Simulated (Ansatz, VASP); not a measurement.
## CO2: VASP beside Ansatz

```
C O
1.0
     4.73600    0.00000    0.00000
     0.00000    4.73600    0.00000
     0.00000    0.00000    5.04658
C O
2 4
Cartesian
  2.3680 2.3680 2.5233
  0.0000 0.0000 0.0000
  1.5408 3.1952 2.5233
  3.1952 1.5408 2.5233
  0.8272 0.8272 0.0000
  3.9088 3.9088 0.0000
```

Alike in both runs: functional PBE; k mesh 6 × 6 × 6; occupations gaussian, width 0.02 eV; no spin polarisation.

Ansatz relaxed the structure, and its values are those at the end. VASP's run is a single point on that final structure, the one shown.

|  | VASP | Ansatz |
| --- | --- | --- |
| version | VASP 6.6.1 | Ansatz 0.2.0 |
| potentials or method | VASP PAW PBE potentials, release 64 (C_h, O_h), cutoff 910 eV | scalar-relativistic, plane waves, PAW |
| valence electrons in the cell | 32 | 32 |

```csv
,VASP,Ansatz,Ansatz less VASP
gap on the k mesh at the Fermi level (eV),6.52,6.52,-0.001
least direct gap on the mesh (eV),6.71,6.71,-0.001
rms of the force components (eV/Å),0.005,0.000,-0.0044
```

Noted on VASP's run: the cutoff is under 1.25 times that of the potentials, so the pressure is a little rough.
